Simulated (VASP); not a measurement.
Input of a VASP 6.6.1 run:

The input POSCAR:

```
LiY3
1.0
    0.0000000000      3.8337400417      3.8337400417
    3.8337400417      0.0000000000      3.8337400417
    3.8337400417      3.8337400417      0.0000000000
Li Y
1 3
Direct
    0.0000000000      0.0000000000      0.0000000000
    0.2500000000      0.2500000000      0.2500000000
    0.7500000000      0.7500000000      0.7500000000
    0.5000000000      0.5000000000      0.5000000000
```

Contents of INCAR.step1:

```
PREC = Accurate
ENCUT = 520
ISMEAR = -1
SIGMA = 0.1
LREAL = F
LASPH = T
NELM = 80
NBANDS = 26
GGA = PE
ALGO = Normal
EDIFF = 1E-4
LWAVE = T
LCHARG = F
```

Contents of INCAR.step2:

```
PREC = Accurate
ENCUT = 520
EDIFF = 1E-7
ISMEAR = -1
SIGMA = 0.1
LREAL = F
LASPH = T
NELM = 80
ALGO = Normal
ISIF = 2
LWAVE = F
LCHARG = F
METAGGA = R2SCAN
LMIXTAU = T
NBANDS = 26
ISTART = 1
```

The input KPOINTS:

```
regular mesh
0
Gamma
  5 5 5
```

Potentials or basis: VASP PAW PBE potentials, release 64 (Li_sv, Y_sv).

The run is started by

```sh
$ cat potpaw_PBE.64/Li_sv/POTCAR potpaw_PBE.64/Y_sv/POTCAR > POTCAR
$ cp INCAR.step1 INCAR
$ mpirun -np 1 vasp_std > vasp.out
$ cp INCAR.step2 INCAR
$ mpirun -np 1 vasp_std > vasp.out
```

Question: Predict the band gap on the k mesh.

Answer: Zero (band 18 reaches 3.04 eV, above the bottom of band 19 at 2.47 eV).
